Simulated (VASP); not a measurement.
# Au (I4/mmm) in VASP: a series of runs

The runs below take Au through single point, with PBEsol.

Everything below comes from runs of VASP 6.6.1. Logs are shortened: lines on timing, memory, paths and dates and some standing lists are left out, and cuts for length are marked.

### Step 1. The cell of the first run

It takes space group I4/mmm (No. 139, tetragonal). Conventional cell: a = 3.480 Å, b = 3.480 Å, c = 3.397 Å, α = 90.00°, β = 90.00°, γ = 90.00°. Within 3.9 Å of Au (site symmetry 4/mmm) lie 14 Au at 2.99 to 3.48 Å.

### Step 2. Single point, PBEsol (strain +0.050 along x and y, +0.025 along z)

Input file INCAR:

```
SYSTEM = Au
PREC = Accurate
ENCUT = 520
EDIFF = 1E-6
ISMEAR = 0
SIGMA = 0.15
LREAL = .False.
LASPH = .True.
NELM = 60
ALGO = Fast
ISIF = 2
LWAVE = .False.
LCHARG = .False.
GGA = PS
NBANDS = 12
```

Input file KPOINTS:

```
regular mesh
0
Gamma
  20 20 20
  0 0 0
```

Input file POSCAR:

```
Au
1.0
   -1.7401324500      1.7401324500      1.6987007250
    1.7401324500     -1.7401324500      1.6987007250
    1.7401324500      1.7401324500     -1.6987007250
Au
1
Direct
    0.0000000000      0.0000000000      0.0000000000
```

Potentials or basis: VASP PAW PBE potentials, release 64 (Au).

On the command line:

```console
> cat potpaw_PBE.64/Au/POTCAR > POTCAR
> mpirun -np 1 vasp_std > vasp.out
```

OUTCAR:

```text
SYSTEM = Au
   PREC = Accurate
   ENCUT = 520
   EDIFF = 1E-6
   ISMEAR = 0
   LREAL = .False.
   LASPH = .True.
   NELM = 60
   ISIF = 2
   GGA = PS

 ion  position               nearest neighbor table
   1  0.000  0.000  0.000-

  LATTYP: Found a body centered tetragonal cell.
 ALAT       =     3.4802649000
 C/A-ratio  =     0.9761904762

  Lattice vectors:

 A1 = (  -1.7401324500,   1.7401324500,   1.6987007250)
 A2 = (   1.7401324500,  -1.7401324500,   1.6987007250)
 A3 = (   1.7401324500,   1.7401324500,  -1.6987007250)

Analysis of symmetry for initial positions (statically):
=====================================================================
 Subroutine PRICEL returns:
 Original cell was already a primitive cell.

 Routine SETGRP: Setting up the symmetry group for a
 body centered tetragonal supercell.

 Subroutine GETGRP returns: Found 16 space group operations
 (whereof 16 operations were pure point group operations)
 out of a pool of 16 trial point group operations.

The static configuration has the point symmetry D_4h.

Analysis of symmetry for dynamics (positions and initial velocities):
=====================================================================
 Subroutine PRICEL returns:
 Original cell was already a primitive cell.

 Routine SETGRP: Setting up the symmetry group for a
 body centered tetragonal supercell.

 Subroutine GETGRP returns: Found 16 space group operations
 (whereof 16 operations were pure point group operations)
 out of a pool of 16 trial point group operations.

The dynamic configuration has the point symmetry D_4h.

 Subroutine INISYM returns: Found 16 space group operations
 (whereof 16 operations are pure point group operations),
 and found     1 'primitive' translations

----------------------------------------------------------------------------------------

                                     Primitive cell

  volume of cell :      20.5751

  direct lattice vectors                    reciprocal lattice vectors
    -1.740132450  1.740132450  1.698700725     0.000000000  0.287334450  0.294342607
     1.740132450 -1.740132450  1.698700725     0.287334450  0.000000000  0.294342607
     1.740132450  1.740132450 -1.698700725     0.287334450  0.287334450  0.000000000

  length of vectors
     2.990268557  2.990268557  2.990268557     0.411337643  0.411337643  0.406352276

  position of ions in fractional coordinates (direct lattice)
     0.000000000  0.000000000  0.000000000

  ion indices of the primitive-cell ions
   primitive index   ion index
                 1           1

----------------------------------------------------------------------------------------

 KPOINTS: regular mesh

Automatic generation of k-mesh.
 Grid dimensions read from file:
 generate k-points for:   20   20   20

 Generating k-lattice:

  Cartesian coordinates                     Fractional coordinates (reciprocal lattice)
     0.000000000  0.014366722  0.014717130     0.050000000  0.000000000 -0.000000000
     0.014366722  0.000000000  0.014717130     0.000000000  0.050000000 -0.000000000
     0.014366722  0.014366722  0.000000000     0.000000000  0.000000000  0.050000000

  Length of vectors
     0.020566882  0.020566882  0.020317614

  Shift w.r.t. Gamma in fractional coordinates (k-lattice)
     0.000000000  0.000000000  0.000000000

 Subroutine IBZKPT returns following result:
 ===========================================

 Found    641 irreducible k-points:

 Following reciprocal coordinates:
            Coordinates               Weight
  0.000000  0.000000  0.000000      1.000000
  0.050000  0.000000  0.000000      8.000000
  0.100000  0.000000 -0.000000      8.000000
  0.150000  0.000000  0.000000      8.000000
  0.200000  0.000000 -0.000000      8.000000
  0.250000  0.000000  0.000000      8.000000
[... 16 lines left out ...]
 -0.400000  0.050000  0.000000     16.000000
 -0.350000  0.050000  0.000000     16.000000
 [... further k-points ...]
   k-points           NKPTS =    641   k-points in BZ     NKDIM =    641   number of bands    NBANDS=     12
   number of dos      NEDOS =    301   number of ions     NIONS =      1
   total plane-waves  NPLWV =  13824
   dimension x,y,z NGX =    24 NGY =   24 NGZ =   24
   dimension x,y,z NGXF=    48 NGYF=   48 NGZF=   48
   ions per type =               1
   NGX,Y,Z   is equivalent  to a cutoff of  13.34, 13.34, 13.34 a.u.
   NGXF,Y,Z  is equivalent  to a cutoff of  26.69, 26.69, 26.69 a.u.
 SYSTEM =  Au
   PREC   = accura    normal or accurate (medium, high low for compatibility)
   ISTART =      0    job   : 0-new  1-cont  2-samecut
   ICHARG =      2    charge: 1-file 2-atom 10-const
   ISPIN  =      1    spin polarized calculation?
   LNONCOLLINEAR =      F non collinear calculations
   LSORBIT =      F    spin-orbit coupling
   LASPH  =      T    aspherical Exc in radial PAW
   ENCUT  =  520.0 eV  38.22 Ry    6.18 a.u.   5.56  5.56  5.56*2*pi/ulx,y,z
   NELM   =     60;   NELMIN=  2; NELMDL= -5     # of ELM steps
   EDIFF  = 0.1E-05   stopping-criterion for ELM
   LREAL  =      F    real-space projection
   EDIFFG = 0.1E-04   stopping-criterion for IOM
   NSW    =      0    number of steps for IOM
   IBRION =     -1    ionic relax: 0-MD 1-quasi-New 2-CG
   NFREE  =      0    steps in history (QN), initial steepest desc. (CG)
   ISIF   =      2    stress and relaxation
   ISYM   =      2    0-nonsym 1-usesym 2-fastsym
   POTIM  = 0.5000    time-step for ionic-motion
   TEBEG  =    0.0;   TEEND  =   0.0 temperature during run
   PSTRESS=    0.0 pullay stress
   NELECT =      11.0000    total number of electrons
   NUPDOWN=      -1.0000    fix difference up-down
   EMIN   =  10.00;   EMAX   =-10.00  energy-range for DOS
   EFERMI =   0.00;   METHOD = LEGACY
   ISMEAR =     0;   SIGMA  =   0.15  broadening in eV -4-tet -1-fermi 0-gaus
   EFERMI_NEDOS =   21; number of points for ismear=-14 and -15
   IALGO  =     68    algorithm
   IMIX   =      4    mixing-type and parameters
     AMIX     =   0.40;   BMIX     =  1.00
     AMIX_MAG =   1.60;   BMIX_MAG =  1.00
  volume/ion in A,a.u.               =      20.58       138.85
  Fermi-wavevector in a.u.,A,eV,Ry     =   1.328695  2.510869 24.020132  1.765430
  Thomas-Fermi vector in A             =   2.457913
   LORBIT       =      0    0 simple, 1 ext, 2 COOP (PROOUT), +10 PAW based schemes
   GGA     = PS    functional components
   LHFCALC =     F    Hartree Fock is set to
   AEXX    =    0.0000 exact exchange contribution
   IVDW    =     0    specifies the selected vdW correction
   LEPSILON=     F    determine dielectric tensor
   LRPA    =     F    only Hartree local field effects (RPA)
 non-spin polarized calculation
 RMM-DIIS sequential band-by-band and
 Gauss-broadening in eV      SIGMA  =   0.15
  energy-cutoff  :      520.00
  volume of cell :       20.58
 maximum number of plane-waves:       571
   NGX = 11   NGY = 11   NGZ = 11

 number of electron      10.9999999 magnetization

 Free energy of the ion-electron system (eV)
  ---------------------------------------------------
  ext. energy  EPLUGINS =         0.00000000
  ---------------------------------------------------
  free energy    TOTEN  =        -3.64802166 eV

  energy without entropy =       -3.64309986  energy(sigma->0) =       -3.64556076

 E-fermi :   6.4893     XC(G=0): -11.7948

 val. band max:        6.4798354344   @ k =   0.5000   0.4000   0.0500
 cond. band min:       6.4940638970   @ k =   0.5000   0.2000   0.1500
 fundamental gap:      0.0142284626
 Fermi energy:         6.4893425528

 k-point     1 :       0.0000    0.0000    0.0000
  band No.  band energies     occupation
      1      -1.6333      2.00000
      2       2.4374      2.00000
      3       2.5559      2.00000
      4       2.5559      2.00000
      5       3.8765      2.00000
      6       4.0121      2.00000
      7      22.6380      0.00000
      8      22.6380      0.00000
      9      23.0300      0.00000
     10      27.3150      0.00000
     11      27.3150      0.00000
     12      27.8825      0.00000

 k-point     2 :       0.0500    0.0000    0.0000
  band No.  band energies     occupation
      1      -1.5543      2.00000
      2       2.4426      2.00000
      3       2.5580      2.00000
      4       2.5781      2.00000
      5       3.8732      2.00000
      6       3.9936      2.00000
      7      22.6147      0.00000
      8      22.7215      0.00000
      9      22.9762      0.00000
     10      26.5736      0.00000
     11      27.0084      0.00000
     12      27.0744      0.00000

 k-point     3 :       0.1000    0.0000   -0.0000
  band No.  band energies     occupation
      1      -1.3213      2.00000
      2       2.4024      2.00000
      3       2.5625      2.00000
      4       2.7013      2.00000
      5       3.8533      2.00000
      6       3.9586      2.00000
      7      22.3422      0.00000
      8      22.7404      0.00000
      9      22.9639      0.00000
     10      25.3150      0.00000
     11      26.1053      0.00000
     12      26.1977      0.00000

 k-point     4 :       0.1500    0.0000    0.0000
  band No.  band energies     occupation
      1      -0.9489      2.00000
      2       2.3127      2.00000
      3       2.5691      2.00000
      4       2.9299      2.00000
      5       3.8049      2.00000
      6       3.9479      2.00000
      7      21.1744      0.00000
      8      22.2862      0.00000
      9      23.3399      0.00000
     10      24.5722      0.00000
     11      25.0914      0.00000
     12      25.7753      0.00000

 k-point     5 :       0.2000    0.0000   -0.0000
  band No.  band energies     occupation
      1      -0.4708      2.00000
      2       2.1967      2.00000
      3       2.5952      2.00000
      4       3.2394      2.00000
      5       3.7619      2.00000
      6       3.9602      2.00000
      7      19.3276      0.00000
      8      21.5594      0.00000
      9      23.6716      0.00000
     10      24.0010      0.00000
     11      24.4354      0.00000
     12      26.0894      0.00000
[... 228 lines left out ...]
      1       0.7801      2.00000
      2       1.7009      2.00000
      3       3.8521      2.00000
      4       4.0479      2.00000
      5       4.8637      2.00000
      6       6.6023      0.28700
      7       9.3398      0.00000
      8      18.2677      0.00000
      9      18.7412      0.00000
     10      25.6156      0.00000
     11      26.2379      0.00000
     12      28.4872      0.00000

 k-point    22 :      -0.4500    0.0500    0.0000
  band No.  band energies     occupation
      1       0.7860      2.00000
      2       1.7371      2.00000
      3       3.8278      2.00000
      4       4.0061      2.00000
      5       4.6231      2.00000
      6       5.6583      2.00000
      7      10.7068      0.00000
      8      18.4802      0.00000
      9      19.0511      0.00000
     10      25.5053      0.00000
     11      26.0956      0.00000
     12      28.7520      0.00000

 k-point    23 :      -0.4000    0.0500    0.0000
  band No.  band energies     occupation
      1       0.7639      2.00000
      2       1.8061      2.00000
      3       3.6785      2.00000
      4       3.9254      2.00000
      5       4.1924      2.00000
      6       4.8841      2.00000
      7      12.4363      0.00000
      8      18.8805      0.00000
      9      19.6486      0.00000
     10      25.3047      0.00000
     11      25.8440      0.00000
     12      29.0480      0.00000

 k-point    24 :      -0.3500    0.0500    0.0000
  band No.  band energies     occupation
      1       0.6360      2.00000
      2       1.9026      2.00000
      3       3.1749      2.00000
      4       3.8074      2.00000
      5       4.0371      2.00000
      6       4.3652      2.00000
      7      14.3257      0.00000
      8      19.4380      0.00000
      9      20.4753      0.00000
     10      25.0020      0.00000
     11      25.5773      0.00000
     12      28.4068      0.00000

 [... further k-points ...]

------------------------ aborting loop because EDIFF is reached ----------------------------------------

  FORCE on cell =-STRESS in cart. coord.  units (eV):
  Direction    XX          YY          ZZ          XY          YZ          ZX
  --------------------------------------------------------------------------------------
  -------------------------------------------------------------------------------------
  Total       -2.3691321     -2.3691321     -2.3960112      0.0000000      0.0000000      0.0000000
  in kB     -184.4838613   -184.4838613   -186.5769364      0.0000000      0.0000000      0.0000000
  external PRESSURE =    -185.1815530 kB  Pullay stress =       0.0000000 kB

 VOLUME and BASIS-vectors are now :
 -----------------------------------------------------------------------------
  energy-cutoff  :      520.00
  volume of cell :       20.58
      direct lattice vectors                 reciprocal lattice vectors
    -1.740132450  1.740132450  1.698700725     0.000000000  0.287334450  0.294342607
     1.740132450 -1.740132450  1.698700725     0.287334450  0.000000000  0.294342607
     1.740132450  1.740132450 -1.698700725     0.287334450  0.287334450  0.000000000

 POSITION                                       TOTAL-FORCE (eV/Angst)
 -----------------------------------------------------------------------------------
      0.00000      0.00000      0.00000         0.000000     -0.000000      0.000000
 -----------------------------------------------------------------------------------
    total drift:                               -0.000000      0.000000     -0.000000

  FREE ENERGIE OF THE ION-ELECTRON SYSTEM (eV)
  ---------------------------------------------------
  free  energy   TOTEN  =        -3.6480216641 eV

  energy  without entropy=       -3.6430998616  energy(sigma->0) =       -3.64556076
```

It took 2 min on 1 thread of Intel Xeon 8259CL, shared host; peak memory 0.27 GiB.

Results:

```
Free energy            : -3.6480 eV
Pressure               : -18.5 GPa
Band gap on the k mesh : zero (an odd number of electrons rules out a gap without spin polarisation)
```

Stress tensor (GPa, compression positive):
```
-18.45   0.00   0.00
  0.00 -18.45   0.00
  0.00   0.00 -18.66
```

Levels at points of the mesh, in eV from the Fermi level:
| k point | band 3 | band 4 | band 5 | band 6 | band 7 | band 8 | band 9 | band 10 |
| --- | --- | --- | --- | --- | --- | --- | --- | --- |
| (0.00, 0.00, 0.00) | -3.93 | -3.93 | -2.61 | -2.48 | 16.15 | 16.15 | 16.54 | 20.83 |
| (0.50, 0.00, 0.00) | -2.63 | -2.37 | -1.45 | 0.07 | 2.59 | 11.94 | 12.37 | 18.91 |
| (0.50, 0.50, 0.00) | -2.76 | -2.45 | -1.47 | -0.04 | 2.42 | 12.31 | 12.86 | 19.55 |
| (0.50, 0.50, 0.50) | -1.74 | -1.74 | -1.70 | 5.81 | 5.81 | 6.44 | 7.54 | 13.84 |

Caveat: the cell differs from its parent crystal (strain +0.050 along x and y, +0.025 along z); the cell stands under tension; the PAW data sets were made with another functional, which shifts forces and pressure a little; spin-orbit coupling is left out, which moves the levels of the heavy elements.

[end of part 1 of 2]
